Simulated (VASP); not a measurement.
Set up this calculation in VASP 6.6.1, as the native input.

- Task: single point
- Functional: PBE
- Potentials or basis: VASP PAW PBE potentials, release 64 (Lu, Si)
- Cutoff: 520 eV
- k mesh: 6 × 6 × 6
- Occupations: fermi-dirac, width 0.05 eV
- Spin: no spin polarisation
- Dipole correction: no
- Further INCAR settings: ALGO = Normal; EDIFF = 1e-06; NBANDS = 48

The structure of Lu3Si lies in POSCAR:

```
Lu3Si
1.0
    4.4487109663      0.0000000000      0.0000000000
    0.0000000000      4.4487109663      0.0000000000
    0.0000000000      0.0000000000      4.4487109663
Lu Si
3 1
Direct
    0.5000000000      0.5000000000      0.0000000000
    0.5000000000      0.0000000000      0.5000000000
    0.0000000000      0.5000000000      0.5000000000
    0.0000000000      0.0000000000      0.0000000000
```

The input as run:

INCAR

```
SYSTEM = Lu3Si
PREC = Accurate
ENCUT = 520
EDIFF = 1E-6
ISMEAR = -1
SIGMA = 0.05
LREAL = .FALSE.
LASPH = .TRUE.
NELM = 80
ALGO = Normal
ISIF = 2
LWAVE = .FALSE.
LCHARG = .FALSE.
GGA = PE
NBANDS = 48
```

KPOINTS

```
regular mesh
0
G
  6 6 6
  0 0 0
```

Potentials or basis: VASP PAW PBE potentials, release 64 (Lu, Si).

Command:

```console
$ cat potpaw_PBE.64/Lu/POTCAR potpaw_PBE.64/Si/POTCAR > POTCAR
$ mpirun -np 1 vasp_std > vasp.out
```

It gave:

The pressure is 3.5 GPa and the band gap on the k mesh is zero (an odd number of electrons rules out a gap without spin polarisation).

Caveat: the cell stands under pressure; spin-orbit coupling is left out, which moves the levels of the heavy elements.

Wall time 120 s on 1 thread of Oxide Virtual Turin-like Processor, on a shared host, peak memory 0.21 GiB.
